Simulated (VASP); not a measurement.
# SnSe2 (P-3m1) in VASP: notebook

The runs below take SnSe2 through single point, with PBEsol.

Everything below comes from runs of VASP 6.6.1. Logs are shortened: lines on timing, memory, paths and dates and some standing lists are left out, and cuts for length are marked.

**1. The cell of the first run**

The structure is trigonal, space group P-3m1 (No. 164). Conventional cell: a = 3.894 Å, b = 3.894 Å, c = 5.981 Å, α = 90.00°, β = 90.00°, γ = 120.00°. Sn (site symmetry -3m) has 6 Se at 2.74 Å within 3.6 Å. Se (site symmetry 3m) has 3 Sn at 2.74 Å within 3.6 Å.

**2. Single point, PBEsol (biaxial strain in the a-b plane: +2.0 %, then relaxed in part)**

File INCAR:

```
SYSTEM = SnSe2
  PREC = Accurate
  ENCUT = 520
  EDIFF = 1E-6
  ISMEAR = 0
  SIGMA = 0.02
  LREAL = .FALSE.
  LASPH = .TRUE.
  NELM = 100
  ALGO = Normal
  ISIF = 2
  LWAVE = .FALSE.
  LCHARG = .FALSE.
  GGA = PS
  NBANDS = 20
```

File KPOINTS:

```
Automatic mesh
0
G
  12 12 6
  0 0 0
```

File POSCAR:

```
SnSe2
1.0
    3.8937977137      0.0000000000      0.0000000000
   -1.9468988569      3.3721277373      0.0000000000
    0.0000000000      0.0000000000      5.9806143786
Sn Se
1 2
Direct
    0.0000000000      0.0000000000      0.0000000000
    0.6666666667      0.3333333333      0.7388721595
    0.3333333333      0.6666666667      0.2611278405
```

Potentials or basis: VASP PAW PBE potentials, release 64 (Sn_d, Se).

On the command line:

```console
cat potpaw_PBE.64/Sn_d/POTCAR potpaw_PBE.64/Se/POTCAR > POTCAR
mpirun -np 1 vasp_std > vasp.out
```

OUTCAR:

```text
SYSTEM = SnSe2
   PREC = Accurate
   ENCUT = 520
   EDIFF = 1E-6
   ISMEAR = 0
   LREAL = .FALSE.
   LASPH = .TRUE.
   NELM = 100
   ISIF = 2
   GGA = PS

 ion  position               nearest neighbor table
   1  0.000  0.000  0.000-   2 2.74   3 2.74   2 2.74   3 2.74   2 2.74   3 2.74
   2  0.667  0.333  0.739-   1 2.74   1 2.74   1 2.74
   3  0.333  0.667  0.261-   1 2.74   1 2.74   1 2.74

  LATTYP: Found a hexagonal cell.
 ALAT       =     3.8937977137
 C/A-ratio  =     1.5359335072

  Lattice vectors:

 A1 = (   3.8937977137,   0.0000000000,   0.0000000000)
 A2 = (  -1.9468988569,   3.3721277373,   0.0000000000)
 A3 = (   0.0000000000,   0.0000000000,   5.9806143786)

Analysis of symmetry for initial positions (statically):
=====================================================================
 Subroutine PRICEL returns:
 Original cell was already a primitive cell.

 Routine SETGRP: Setting up the symmetry group for a
 hexagonal supercell.

 Subroutine GETGRP returns: Found 12 space group operations
 (whereof 12 operations were pure point group operations)
 out of a pool of 24 trial point group operations.

The static configuration has the point symmetry D_3d.

Analysis of symmetry for dynamics (positions and initial velocities):
=====================================================================
 Subroutine PRICEL returns:
 Original cell was already a primitive cell.

 Routine SETGRP: Setting up the symmetry group for a
 hexagonal supercell.

 Subroutine GETGRP returns: Found 12 space group operations
 (whereof 12 operations were pure point group operations)
 out of a pool of 24 trial point group operations.

The dynamic configuration has the point symmetry D_3d.

 Subroutine INISYM returns: Found 12 space group operations
 (whereof 12 operations are pure point group operations),
 and found     1 'primitive' translations

----------------------------------------------------------------------------------------

                                     Primitive cell

  volume of cell :      78.5278

  direct lattice vectors                    reciprocal lattice vectors
     3.893797714  0.000000000  0.000000000     0.256818683  0.148274336  0.000000000
    -1.946898857  3.372127737  0.000000000     0.000000000  0.296548671  0.000000000
     0.000000000  0.000000000  5.980614379     0.000000000  0.000000000  0.167206902

  length of vectors
     3.893797714  3.893797714  5.980614379     0.296548671  0.296548671  0.167206902

  position of ions in fractional coordinates (direct lattice)
     0.000000000  0.000000000  0.000000000
     0.666666667  0.333333333  0.738872159
     0.333333333  0.666666667  0.261127841

  ion indices of the primitive-cell ions
   primitive index   ion index
                 1           1
                 2           2
                 3           3

----------------------------------------------------------------------------------------

 KPOINTS: Automatic mesh

Automatic generation of k-mesh.
 Grid dimensions read from file:
 generate k-points for:   12   12    6

 Generating k-lattice:

  Cartesian coordinates                     Fractional coordinates (reciprocal lattice)
     0.021401557  0.012356195  0.000000000     0.083333333  0.000000000  0.000000000
     0.000000000  0.024712389  0.000000000     0.000000000  0.083333333  0.000000000
     0.000000000  0.000000000  0.027867817     0.000000000  0.000000000  0.166666667

  Length of vectors
     0.024712389  0.024712389  0.027867817

  Shift w.r.t. Gamma in fractional coordinates (k-lattice)
     0.000000000  0.000000000  0.000000000

 Subroutine IBZKPT returns following result:
 ===========================================

 Found    100 irreducible k-points:

 Following reciprocal coordinates:
            Coordinates               Weight
  0.000000  0.000000  0.000000      1.000000
  0.083333 -0.000000  0.000000      6.000000
  0.166667  0.000000  0.000000      6.000000
  0.250000  0.000000  0.000000      6.000000
  0.333333  0.000000  0.000000      6.000000
  0.416667  0.000000  0.000000      6.000000
[... 16 lines left out ...]
  0.166667  0.000000  0.166667      6.000000
  0.000000  0.166667  0.166667      6.000000
 [... further k-points ...]
   k-points           NKPTS =    100   k-points in BZ     NKDIM =    100   number of bands    NBANDS=     20
   number of dos      NEDOS =    301   number of ions     NIONS =      3
   total plane-waves  NPLWV =  43200
   dimension x,y,z NGX =    30 NGY =   30 NGZ =   48
   dimension x,y,z NGXF=    60 NGYF=   60 NGZF=   96
   ions per type =               1   2
   NGX,Y,Z   is equivalent  to a cutoff of  12.81, 12.81, 13.34 a.u.
   NGXF,Y,Z  is equivalent  to a cutoff of  25.62, 25.62, 26.69 a.u.
 SYSTEM =  SnSe2
   PREC   = accura    normal or accurate (medium, high low for compatibility)
   ISTART =      0    job   : 0-new  1-cont  2-samecut
   ICHARG =      2    charge: 1-file 2-atom 10-const
   ISPIN  =      1    spin polarized calculation?
   LNONCOLLINEAR =      F non collinear calculations
   LSORBIT =      F    spin-orbit coupling
   LASPH  =      T    aspherical Exc in radial PAW
   ENCUT  =  520.0 eV  38.22 Ry    6.18 a.u.   7.24  7.24 11.12*2*pi/ulx,y,z
   NELM   =    100;   NELMIN=  2; NELMDL= -5     # of ELM steps
   EDIFF  = 0.1E-05   stopping-criterion for ELM
   LREAL  =      F    real-space projection
   EDIFFG = 0.1E-04   stopping-criterion for IOM
   NSW    =      0    number of steps for IOM
   IBRION =     -1    ionic relax: 0-MD 1-quasi-New 2-CG
   NFREE  =      0    steps in history (QN), initial steepest desc. (CG)
   ISIF   =      2    stress and relaxation
   ISYM   =      2    0-nonsym 1-usesym 2-fastsym
   POTIM  = 0.5000    time-step for ionic-motion
   TEBEG  =    0.0;   TEEND  =   0.0 temperature during run
   PSTRESS=    0.0 pullay stress
   NELECT =      26.0000    total number of electrons
   NUPDOWN=      -1.0000    fix difference up-down
   EMIN   =  10.00;   EMAX   =-10.00  energy-range for DOS
   EFERMI =   0.00;   METHOD = LEGACY
   ISMEAR =     0;   SIGMA  =   0.02  broadening in eV -4-tet -1-fermi 0-gaus
   EFERMI_NEDOS =   21; number of points for ismear=-14 and -15
   IALGO  =     38    algorithm
   IMIX   =      4    mixing-type and parameters
     AMIX     =   0.40;   BMIX     =  1.00
     AMIX_MAG =   1.60;   BMIX_MAG =  1.00
  volume/ion in A,a.u.               =      26.18       176.64
  Fermi-wavevector in a.u.,A,eV,Ry     =   1.132552  2.140213 17.451845  1.282674
  Thomas-Fermi vector in A             =   2.269253
   LORBIT       =      0    0 simple, 1 ext, 2 COOP (PROOUT), +10 PAW based schemes
   GGA     = PS    functional components
   LHFCALC =     F    Hartree Fock is set to
   AEXX    =    0.0000 exact exchange contribution
   IVDW    =     0    specifies the selected vdW correction
   LEPSILON=     F    determine dielectric tensor
   LRPA    =     F    only Hartree local field effects (RPA)
 non-spin polarized calculation
 Gauss-broadening in eV      SIGMA  =   0.02
  energy-cutoff  :      520.00
  volume of cell :       78.53
 maximum number of plane-waves:      2146
 NGX is ok and might be reduce to    30
   NGX = 15   NGY = 15   NGZ = 23

 number of electron      26.0000004 magnetization

 Free energy of the ion-electron system (eV)
  ---------------------------------------------------
  ext. energy  EPLUGINS =         0.00000000
  ---------------------------------------------------
  free energy    TOTEN  =       -12.96474697 eV

  energy without entropy =      -12.96474697  energy(sigma->0) =      -12.96474697

 E-fermi :   4.2774     XC(G=0):  -9.6256

 val. band max:        4.1389154594   @ k =   0.0833   0.0833   0.0000
 cond. band min:       4.4106184067   @ k =   0.0000   0.4167   0.3333
 fundamental gap:      0.2717029473
 Fermi energy:         4.2774036336

 k-point     1 :       0.0000    0.0000    0.0000
  band No.  band energies     occupation
      1     -17.2212      2.00000
      2     -17.2212      2.00000
      3     -17.1941      2.00000
      4     -17.1809      2.00000
      5     -17.1809      2.00000
      6      -9.7968      2.00000
[... 12 lines left out ...]
     19      12.7736      0.00000
     20      12.7736      0.00000

 k-point     2 :       0.0833   -0.0000    0.0000
  band No.  band energies     occupation
      1     -17.2239      2.00000
      2     -17.2192      2.00000
      3     -17.1925      2.00000
      4     -17.1821      2.00000
      5     -17.1805      2.00000
      6      -9.7330      2.00000
[... 12 lines left out ...]
     19      12.3135      0.00000
     20      12.8279      0.00000

 k-point     3 :       0.1667    0.0000    0.0000
  band No.  band energies     occupation
      1     -17.2318      2.00000
      2     -17.2145      2.00000
      3     -17.1892      2.00000
      4     -17.1838      2.00000
      5     -17.1787      2.00000
      6      -9.5459      2.00000
[... 12 lines left out ...]
     19      11.8774      0.00000
     20      12.9236      0.00000

 k-point     4 :       0.2500    0.0000    0.0000
  band No.  band energies     occupation
      1     -17.2435      2.00000
      2     -17.2099      2.00000
      3     -17.1914      2.00000
      4     -17.1785      2.00000
      5     -17.1743      2.00000
      6      -9.2506      2.00000
[... 12 lines left out ...]
     19      11.8205      0.00000
     20      13.3033      0.00000

 k-point     5 :       0.3333    0.0000    0.0000
  band No.  band energies     occupation
      1     -17.2556      2.00000
      2     -17.2074      2.00000
      3     -17.1951      2.00000
      4     -17.1714      2.00000
      5     -17.1679      2.00000
      6      -8.8808      2.00000
[... 12 lines left out ...]
     19      12.5294      0.00000
     20      13.9453      0.00000

 k-point     6 :       0.4167    0.0000    0.0000
  band No.  band energies     occupation
      1     -17.2647      2.00000
      2     -17.2066      2.00000
      3     -17.1978      2.00000
      4     -17.1660      2.00000
      5     -17.1621      2.00000
      6      -8.5076      2.00000
[... 12 lines left out ...]
     19      13.4133      0.00000
     20      14.5141      0.00000

 k-point     7 :       0.5000    0.0000    0.0000
  band No.  band energies     occupation
      1     -17.2680      2.00000
      2     -17.2065      2.00000
      3     -17.1988      2.00000
      4     -17.1640      2.00000
      5     -17.1597      2.00000
      6      -8.3099      2.00000
[... 12 lines left out ...]
     19      13.8045      0.00000
     20      14.9063      0.00000
[... 277 lines left out ...]
 k-point    20 :       0.0000    0.0000    0.1667
  band No.  band energies     occupation
      1     -17.2212      2.00000
      2     -17.2212      2.00000
      3     -17.1940      2.00000
      4     -17.1809      2.00000
      5     -17.1809      2.00000
      6      -9.7426      2.00000
[... 12 lines left out ...]
     19      12.5080      0.00000
     20      12.5152      0.00000

 k-point    21 :       0.0833   -0.0000    0.1667
  band No.  band energies     occupation
      1     -17.2239      2.00000
      2     -17.2192      2.00000
      3     -17.1924      2.00000
      4     -17.1821      2.00000
      5     -17.1805      2.00000
      6      -9.6792      2.00000
[... 12 lines left out ...]
     19      12.3540      0.00000
     20      12.8161      0.00000

 k-point    22 :       0.0000    0.0833    0.1667
  band No.  band energies     occupation
      1     -17.2239      2.00000
      2     -17.2192      2.00000
      3     -17.1924      2.00000
      4     -17.1821      2.00000
      5     -17.1805      2.00000
      6      -9.6792      2.00000
[... 12 lines left out ...]
     19      12.2026      0.00000
     20      12.4414      0.00000

 k-point    23 :       0.1667    0.0000    0.1667
  band No.  band energies     occupation
      1     -17.2319      2.00000
      2     -17.2145      2.00000
      3     -17.1892      2.00000
      4     -17.1838      2.00000
      5     -17.1787      2.00000
      6      -9.4935      2.00000
[... 12 lines left out ...]
     19      12.3150      0.00000
     20      12.7494      0.00000

 k-point    24 :       0.0000    0.1667    0.1667
  band No.  band energies     occupation
      1     -17.2319      2.00000
      2     -17.2145      2.00000
      3     -17.1893      2.00000
      4     -17.1837      2.00000
      5     -17.1787      2.00000
      6      -9.4933      2.00000
[... 12 lines left out ...]
     19      11.7565      0.00000
     20      12.5687      0.00000

 [... further k-points ...]
[... 5 lines left out ...]
  --------------------------------------------------------------------------------------
  -------------------------------------------------------------------------------------
  Total       -0.9514113     -0.9514113      0.0473035      0.0000000     -0.0000000     -0.0000000
  in kB      -19.4113474    -19.4113474      0.9651182      0.0000000     -0.0000000     -0.0000000
  external PRESSURE =     -12.6191922 kB  Pullay stress =       0.0000000 kB

 VOLUME and BASIS-vectors are now :
 -----------------------------------------------------------------------------
  energy-cutoff  :      520.00
  volume of cell :       78.53
      direct lattice vectors                 reciprocal lattice vectors
     3.893797714  0.000000000  0.000000000     0.256818683  0.148274336  0.000000000
    -1.946898857  3.372127737  0.000000000     0.000000000  0.296548671  0.000000000
     0.000000000  0.000000000  5.980614379     0.000000000  0.000000000  0.167206902

 POSITION                                       TOTAL-FORCE (eV/Angst)
 -----------------------------------------------------------------------------------
      0.00000      0.00000      0.00000         0.000000      0.000000      0.000000
      1.94690      1.12404      4.41891         0.000000      0.000000     -0.016934
     -0.00000      2.24809      1.56170        -0.000000     -0.000000      0.016934
 -----------------------------------------------------------------------------------
    total drift:                               -0.000000      0.000000      0.000000

  FREE ENERGIE OF THE ION-ELECTRON SYSTEM (eV)
  ---------------------------------------------------
  free  energy   TOTEN  =       -12.9647469668 eV

  energy  without entropy=      -12.9647469668  energy(sigma->0) =      -12.96474697
```

Wall time 68 s (1 thread of Intel Xeon 6975P-C (Granite Rapids), shared host); peak memory 0.29 GiB.

Results:

* Free energy: -12.9647 eV
* Pressure: -1.3 GPa
* Largest force: 0.017 eV/Å
* Band gap on the k mesh: 0.27 eV, indirect (least direct gap 0.45 eV)

Forces in eV/Å, atoms in the order of the input:
```
Sn   0.000  0.000  0.000
Se   0.000  0.000 -0.017
Se   0.000  0.000  0.017
```

Caveat: the cell differs from its parent crystal (biaxial strain in the a-b plane: +2.0 %, then relaxed in part); the PAW data sets were made with another functional, which shifts forces and pressure a little; spin-orbit coupling is left out, which moves the levels of the heavy elements; this functional lacks dispersion, which binds the layers, so the pressure and a relaxed spacing across them are unreliable.

**3. Single point, PBEsol (strain along c alone, the other axes held: -6.0 %, then relaxed in part)**

File INCAR:

```
  PREC = Accurate
  ENCUT = 520
  EDIFF = 1E-6
  ISMEAR = 0
  SIGMA = 0.02
  LREAL = F
  LASPH = T
  NELM = 100
  ALGO = Normal
  ISIF = 2
  LWAVE = F
  LCHARG = F
  GGA = PS
  NBANDS = 20
```

File KPOINTS:

```
regular mesh
0
Gamma
  12 12 6
```

File POSCAR:

```
SnSe2
1.0
    3.8174487349      0.0000000000      0.0000000000
   -1.9087243674      3.3060075820      0.0000000000
    0.0000000000      0.0000000000      5.7853952948
Sn Se
1 2
Direct
    0.0000000000      0.0000000000      0.0000000000
    0.6666666667      0.3333333333      0.7271332992
    0.3333333333      0.6666666667      0.2728667008
```

Potentials or basis: VASP PAW PBE potentials, release 64 (Sn_d, Se).

On the command line:

```console
cat potpaw_PBE.64/Sn_d/POTCAR potpaw_PBE.64/Se/POTCAR > POTCAR
mpirun -np 1 vasp_std > vasp.out
```

Run time: 2 min. Hardware: 1 thread of Intel Xeon 8259CL, shared host; peak memory 0.28 GiB.

It converged, with:

```yaml
Free_energy: -12.9596 eV
Pressure: 1.6 GPa
Largest_force: 0.017 eV/Å
Band_gap_on_the_k_mesh: 0.07 eV, indirect (least direct gap 0.60 eV)
```

Forces on the atoms (eV/Å):
```
Sn   0.000  0.000  0.000
Se   0.000  0.000 -0.017
Se   0.000  0.000  0.017
```

Stress tensor (GPa, compression positive):
```
1.37 0.00 0.00
0.00 1.37 0.00
0.00 0.00 2.01
```

Levels at points of the mesh, in eV from the valence-band top:
```
           k point  band 9  band 10  band 11  band 12  band 13  band 14  band 15  band 16  band 17  band 18
(0.00, 0.00, 0.00)   -0.98    -0.98    -0.89    -0.89    -0.14     0.46     2.60     4.28     4.28     7.95
(0.50, 0.00, 0.00)   -4.65    -3.73    -3.09    -2.18    -0.54     1.02     3.19     4.49     4.52     6.95
(0.00, 0.00, 0.50)   -2.87    -1.22    -1.22    -0.51    -0.51     2.35     2.44     3.74     3.74     6.82
(0.50, 0.00, 0.50)   -5.56    -2.68    -2.24    -1.47    -1.40     0.53     3.59     4.27     5.52     5.92
```

Caveat: the cell differs from its parent crystal (strain along c alone, the other axes held: -6.0 %, then relaxed in part); the PAW data sets were made with another functional, which shifts forces and pressure a little; spin-orbit coupling is left out, which moves the levels of the heavy elements.
